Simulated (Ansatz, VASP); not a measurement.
## TiCo: VASP beside Ansatz

Contents of POSCAR:

```
TiCo
1.0
    2.9861109900      0.0000000000      0.0000000000
    0.0000000000      2.9861109900      0.0000000000
    0.0000000000      0.0000000000      2.9861109900
Co Ti
1 1
Direct
    0.5000000000      0.5000000000      0.5000000000
    0.0000000000      0.0000000000      0.0000000000
```

The input INCAR.step1:

```
SYSTEM = TiCo
  ALGO = Normal
  EDIFF = 1E-4
  ENCUT = 520
  GGA = PE
  ISMEAR = -1
  ISPIN = 2
  LASPH = .TRUE.
  LCHARG = .FALSE.
  LMAXMIX = 4
  LREAL = .FALSE.
  LWAVE = .TRUE.
  MAGMOM = 2 1
  NBANDS = 22
  NELM = 150
  PREC = Accurate
  SIGMA = 0.05
```

The input INCAR.step2:

```
SYSTEM = TiCo
  ALGO = Normal
  EDIFF = 1E-6
  ENCUT = 520
  ISIF = 2
  ISMEAR = -1
  ISPIN = 2
  ISTART = 1
  LASPH = .TRUE.
  LCHARG = .FALSE.
  LMAXMIX = 4
  LMIXTAU = .TRUE.
  LORBIT = 11
  LREAL = .FALSE.
  LWAVE = .FALSE.
  MAGMOM = 2 1
  METAGGA = R2SCAN
  NBANDS = 22
  NELM = 150
  PREC = Accurate
  SIGMA = 0.05
```

The input KPOINTS:

```
k-points
0
G
  9 9 9
  0 0 0
```

The input input.yaml:

```yaml
crystal:
  lattice:
    - [2.98611099, 0.0, 0.0]
    - [0.0, 2.98611099, 0.0]
    - [0.0, 0.0, 2.98611099]
  atoms:
    - { symbol: Co, position: [0.5, 0.5, 0.5], spin: 2.0 }
    - { symbol: Ti, position: [0.0, 0.0, 0.0], spin: 1.0 }
hamiltonian:
  xc: r2scan
  pseudopotentials: { kind: paw }
magnetization:
  spin_polarized: true
kpoints:
  mp_grid: { grid: [9, 9, 9] }
scf:
  occupations: { method: fermi_dirac, width: 0.05 }
output:
  forces: true
  stress: true
  eigenvalues: true
  write_density: true
  write_potential: true
  elf: true
  volumetric_format: npy
```

Alike in both runs: task single point; functional r2SCAN; k mesh 9 × 9 × 9; occupations fermi-dirac, width 0.05 eV; collinear spin.

```csv
,VASP,Ansatz
version,VASP 6.6.1,Ansatz 0.2.0
potentials or method,"VASP PAW PBE potentials, release 64 (Co, Ti_sv)",Ansatz PAW
plane-wave cutoff (eV),520,500
valence electrons in the cell,21,29
```

|  | VASP | Ansatz | Ansatz less VASP |
| --- | --- | --- | --- |
| gap on the k mesh at the Fermi level (eV) | none | none | - |
| pressure (GPa) | 0.7 | 0.4 | -0.32 |
| net moment per atom (μB) | 0.43 | 0.43 | 0.000 |
| size of the moment on the site where the two differ most (μB) | 1.37 | 1.40 | +0.030 |

VASP's potentials were made for PBE, not for r2SCAN. Site moments also hang on the region over which each program counts them. A gap of «none» marks a metal or a gap that the smearing closes. The functional is the same, so the differences come from potentials, cutoffs and numerics. VASP's potentials hold 21 valence electrons a cell and Ansatz's 29, so a difference there can come from the potentials and not from the codes.

Noted on Ansatz's run: the magnetic or orbital state may not be the lowest.
